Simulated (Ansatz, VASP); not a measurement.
**Two plane-wave programs on Li2Se**

```xyz
3
Lattice="0.0000 3.0032 3.0032 3.0032 0.0000 3.0032 3.0032 3.0032 0.0000" Properties=species:S:1:pos:R:3 pbc="T T T"
Li    1.5016    1.5016    1.5016
Li    4.5048    4.5048    4.5048
Se    0.0000    0.0000    0.0000
```

Alike in both runs: task single point; functional PBE; k mesh 10 × 10 × 10; occupations gaussian, width 0.05 eV; no spin polarisation.

|  | VASP | Ansatz |
| --- | --- | --- |
| version | VASP 6.6.1 | Ansatz 0.2.0 |
| potentials or method | VASP PAW PBE potentials, release 64 (Li_sv, Se), cutoff 750 eV | scalar-relativistic, plane waves, PAW |
| valence electrons in the cell | 12 | 22 |

```tsv
	VASP	Ansatz	Ansatz less VASP
pressure (GPa)	-0.1	0.0	+0.06
```

VASP's potentials hold 12 valence electrons a cell and Ansatz's 22, so a difference there can come from the potentials and not from the codes.
